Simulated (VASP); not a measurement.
# BAs (d.B) in VASP: single point with r2SCAN

Aim: the single point of BAs (d.B) with r2SCAN.

Everything below comes from runs of VASP 6.6.1. Logs are shortened: lines on timing, memory, paths and dates and some standing lists are left out, and cuts for length are marked.

## 1. The cell of the first run

The cell holds a sheet with vacuum, 2 atoms: a = 3.365 Å, b = 3.365 Å, c = 23.800 Å, α = 90.00°, β = 90.00°, γ = 120.00°.

## 2. Single point, r2SCAN

The input, POSCAR:

```
BAs
1.0
    3.3649169337      0.0000000000      0.0000000000
   -1.6824584669      2.9141035462      0.0000000000
    0.0000000000      0.0000000000     23.8000000000
B As
1 1
Direct
    0.3333333333      0.6666666667      0.2941176471
    0.6666666667      0.3333333333      0.2941176471
```

The input, INCAR.step1:

```
SYSTEM = BAs
ALGO     = Normal         ! electronic algorithm
DIPOL    = 0.5 0.5 0.294
EDIFF    = 1E-5           ! SCF threshold, eV
ENCUT    = 460            ! plane-wave cutoff, eV
GGA      = PE             ! functional
GGA_COMPAT= .FALSE.      
IDIPOL   = 3            
ISMEAR   = 0              ! smearing method
LASPH    = .TRUE.         ! aspherical terms in the spheres
LCHARG   = .FALSE.        ! write CHGCAR
LDIPOL   = .TRUE.       
LREAL    = .FALSE.        ! projectors in reciprocal space
LWAVE    = .TRUE.         ! write WAVECAR
NBANDS   = 11             ! bands
NELM     = 120            ! most SCF steps
NELMDL   = -8           
PREC     = Accurate       ! precision mode
SIGMA    = 0.03           ! smearing width, eV
```

The input, INCAR.step2:

```
SYSTEM = BAs
ALGO     = Normal         ! electronic algorithm
DIPOL    = 0.5 0.5 0.294
EDIFF    = 1E-6           ! SCF threshold, eV
ENCUT    = 460            ! plane-wave cutoff, eV
GGA_COMPAT= .FALSE.      
IDIPOL   = 3            
ISIF     = 2              ! what is computed and relaxed
ISMEAR   = 0              ! smearing method
ISTART   = 1            
LASPH    = .TRUE.         ! aspherical terms in the spheres
LCHARG   = .FALSE.        ! write CHGCAR
LDIPOL   = .TRUE.       
LMIXTAU  = .TRUE.       
LREAL    = .FALSE.        ! projectors in reciprocal space
LWAVE    = .FALSE.        ! write WAVECAR
METAGGA  = R2SCAN         ! meta-GGA
NBANDS   = 11             ! bands
NELM     = 120            ! most SCF steps
PREC     = Accurate       ! precision mode
SIGMA    = 0.03           ! smearing width, eV
```

The input, KPOINTS:

```
k-points
0
G
  12 12 1
  0 0 0
```

Potentials or basis: VASP PAW PBE potentials, release 64 (B, As).

Started as:

```console
> cat potpaw_PBE.64/B/POTCAR potpaw_PBE.64/As/POTCAR > POTCAR
> cp INCAR.step1 INCAR
> mpirun -np 1 vasp_std > vasp.out
> cp INCAR.step2 INCAR
> mpirun -np 1 vasp_std > vasp.out
```

OUTCAR:

```text
SYSTEM = BAs
   EDIFF = 1E-6
   ENCUT = 460
   ISIF = 2
   ISMEAR = 0
   ISTART = 1
   LASPH = .TRUE.
   LREAL = .FALSE.
   METAGGA = R2SCAN
   NELM = 120
   PREC = Accurate

 ion  position               nearest neighbor table
   1  0.333  0.667  0.294-   2 1.94   2 1.94   2 1.94
   2  0.667  0.333  0.294-   1 1.94   1 1.94   1 1.94

  LATTYP: Found a hexagonal cell.
 ALAT       =     3.3649169337
 C/A-ratio  =     7.0729829202

  Lattice vectors:

 A1 = (   3.3649169337,   0.0000000000,   0.0000000000)
 A2 = (  -1.6824584669,   2.9141035462,   0.0000000000)
 A3 = (   0.0000000000,   0.0000000000,  23.8000000000)

Analysis of symmetry for initial positions (statically):
=====================================================================
 Subroutine PRICEL returns:
 Original cell was already a primitive cell.

 Routine SETGRP: Setting up the symmetry group for a
 hexagonal supercell.

 Subroutine GETGRP returns: Found 12 space group operations
 (whereof  6 operations were pure point group operations)
 out of a pool of 24 trial point group operations.

The static configuration has the point symmetry C_3v.
 The point group associated with its full space group is D_3h.

Analysis of symmetry for dynamics (positions and initial velocities):
=====================================================================
 Subroutine PRICEL returns:
 Original cell was already a primitive cell.

 Routine SETGRP: Setting up the symmetry group for a
 hexagonal supercell.

 Subroutine GETGRP returns: Found 12 space group operations
 (whereof  6 operations were pure point group operations)
 out of a pool of 24 trial point group operations.

The dynamic configuration has the point symmetry C_3v.
 The point group associated with its full space group is D_3h.

 Subroutine INISYM returns: Found 12 space group operations
 (whereof  6 operations are pure point group operations),
 and found     1 'primitive' translations

----------------------------------------------------------------------------------------

                                     Primitive cell

  volume of cell :     233.3760

  direct lattice vectors                    reciprocal lattice vectors
     3.364916934  0.000000000  0.000000000     0.297184156  0.171579353  0.000000000
    -1.682458467  2.914103546  0.000000000     0.000000000  0.343158705  0.000000000
     0.000000000  0.000000000 23.800000000     0.000000000  0.000000000  0.042016807

[... 91 lines left out ...]
   EFERMI =   0.00;   METHOD = LEGACY
   ISMEAR =     0;   SIGMA  =   0.03  broadening in eV -4-tet -1-fermi 0-gaus
   EFERMI_NEDOS =   21; number of points for ismear=-14 and -15
   IALGO  =     38    algorithm
   IMIX   =      4    mixing-type and parameters
     AMIX     =   0.40;   BMIX     =  1.00
     AMIX_MAG =   1.60;   BMIX_MAG =  1.00
  volume/ion in A,a.u.               =     116.69       787.45
  Fermi-wavevector in a.u.,A,eV,Ry     =   0.531805  1.004966  3.847958  0.282817
  Thomas-Fermi vector in A             =   1.555000
   LORBIT       =      0    0 simple, 1 ext, 2 COOP (PROOUT), +10 PAW based schemes
   METAGGA = R2SCAN    functional components
   LHFCALC =     F    Hartree Fock is set to
   AEXX    =    0.0000 exact exchange contribution
   IVDW    =     0    specifies the selected vdW correction
   LEPSILON=     F    determine dielectric tensor
   LRPA    =     F    only Hartree local field effects (RPA)
 non-spin polarized calculation
 Gauss-broadening in eV      SIGMA  =   0.03
  energy-cutoff  :      460.00
  volume of cell :      233.38
 maximum number of plane-waves:      5262
 NGX is ok and might be reduce to    24
   NGX = 11   NGY = 11   NGZ = 83

 dipolmoment           0.000000      0.000000      0.000000 electrons x Angstroem

 number of electron       8.0000000 magnetization

 dipolmoment           0.000000      0.000000     -0.000002 electrons x Angstroem

 Free energy of the ion-electron system (eV)
  ---------------------------------------------------
  ext. energy  EPLUGINS =         0.00000000
  ---------------------------------------------------
  free energy    TOTEN  =       -21.41429313 eV

  energy without entropy =      -21.41429313  energy(sigma->0) =      -21.41429313

 E-fermi :  -3.6368     XC(G=0):  -1.7826

 val. band max:       -3.8382857852   @ k =   0.3333   0.3333   0.0000
 cond. band min:      -2.8579682998   @ k =   0.3333   0.3333   0.0000
 fundamental gap:      0.9803174854
 Fermi energy:        -3.6367918955

 k-point     1 :       0.0000    0.0000    0.0000
  band No.  band energies     occupation
      1     -18.3959      2.00000
      2      -8.0028      2.00000
      3      -5.3967      2.00000
      4      -5.3966      2.00000
      5       0.2372      0.00000
      6       0.6752      0.00000
      7       1.2789      0.00000
      8       1.3473      0.00000
      9       1.3473      0.00000
     10       1.3689      0.00000
     11       2.1021      0.00000
[... 239 lines left out ...]
 k-point    19 :       0.3333    0.3333    0.0000
  band No.  band energies     occupation
      1     -15.2024      2.00000
      2     -12.2542      2.00000
      3     -10.1346      2.00000
      4      -3.8383      2.00000
      5      -2.8580      0.00000
      6       3.0421      0.00000
      7       3.4059      0.00000
      8       5.2917      0.00000
      9       6.0438      0.00000
     10       6.5121      0.00000
     11       6.8423      0.00000

------------------------ aborting loop because EDIFF is reached ----------------------------------------

 vacuum level on the upper side and lower side of the slab       (xc-potential included)        -0.036        -0.034

  FORCE on cell =-STRESS in cart. coord.  units (eV):
  Direction    XX          YY          ZZ          XY          YZ          ZX
  --------------------------------------------------------------------------------------
  -------------------------------------------------------------------------------------
  Total        0.1258383      0.1258383     -0.0087000     -0.0000000      0.0000000      0.0000000
  in kB        0.8639072      0.8639072     -0.0597273     -0.0000000      0.0000000      0.0000000
  external PRESSURE =       0.5560290 kB  Pullay stress =       0.0000000 kB

 VOLUME and BASIS-vectors are now :
 -----------------------------------------------------------------------------
  energy-cutoff  :      460.00
  volume of cell :      233.38
      direct lattice vectors                 reciprocal lattice vectors
     3.364916934  0.000000000  0.000000000     0.297184156  0.171579353  0.000000000
    -1.682458467  2.914103546  0.000000000     0.000000000  0.343158705  0.000000000
     0.000000000  0.000000000 23.800000000     0.000000000  0.000000000  0.042016807

 POSITION                                       TOTAL-FORCE (eV/Angst)
 -----------------------------------------------------------------------------------
     -0.00000      1.94274      7.00000        -0.000000      0.000000     -0.000000
      1.68246      0.97137      7.00000         0.000000     -0.000000      0.000000
 -----------------------------------------------------------------------------------
    total drift:                                0.000000     -0.000001     -0.000024

  FREE ENERGIE OF THE ION-ELECTRON SYSTEM (eV)
  ---------------------------------------------------
  free  energy   TOTEN  =       -21.4142931337 eV

  energy  without entropy=      -21.4142931337  energy(sigma->0) =      -21.41429313

 vacuum level on the upper side and lower side of the slab         1.221         1.219
```

OSZICAR.step1:

```text
N       E                     dE             d eps       ncg     rms          rms(c)
DAV:   1     0.484840159693E+02    0.48484E+02   -0.22730E+03   418   0.422E+02
DAV:   2    -0.635817570309E+01   -0.54842E+02   -0.47800E+02   620   0.829E+01
DAV:   3    -0.113070542003E+02   -0.49489E+01   -0.49383E+01   584   0.342E+01
[... 14 lines left out ...]
DAV:  18    -0.106370685723E+02   -0.24476E-03   -0.44442E-05   476   0.248E-02    0.152E-02
DAV:  19    -0.106371341357E+02   -0.65563E-04   -0.56045E-06   530   0.907E-03    0.909E-03
DAV:  20    -0.106371691845E+02   -0.35049E-04   -0.32598E-06   495   0.635E-03    0.708E-04
DAV:  21    -0.106371838501E+02   -0.14666E-04   -0.59895E-07   502   0.242E-03    0.292E-03
DAV:  22    -0.106371894614E+02   -0.56113E-05   -0.23113E-07   485   0.142E-03
   1 F= -.10637189E+02 E0= -.10637189E+02  d E =-.468982E-19
```

It took 5.4 min on 1 thread of AMD EPYC 7R13, shared host; peak memory 0.32 GiB.

What came out:

| Quantity | Value |
| --- | --- |
| Free energy | -21.4143 eV |
| Band gap on the k mesh | 0.98 eV, direct |

Levels at points of the mesh, in eV from the valence-band top:
```csv
k point,band 1,band 2,band 3,band 4,band 5,band 6,band 7,band 8,band 9
"(0.00, 0.00, 0.00)",-14.56,-4.16,-1.56,-1.56,4.08,4.51,5.12,5.19,5.19
"(0.50, 0.00, 0.00)",-11.93,-8.72,-3.77,-1.07,1.67,2.89,8.12,8.74,9.20
```

Caveat: the PAW data sets were made with another functional, which shifts forces and pressure a little.
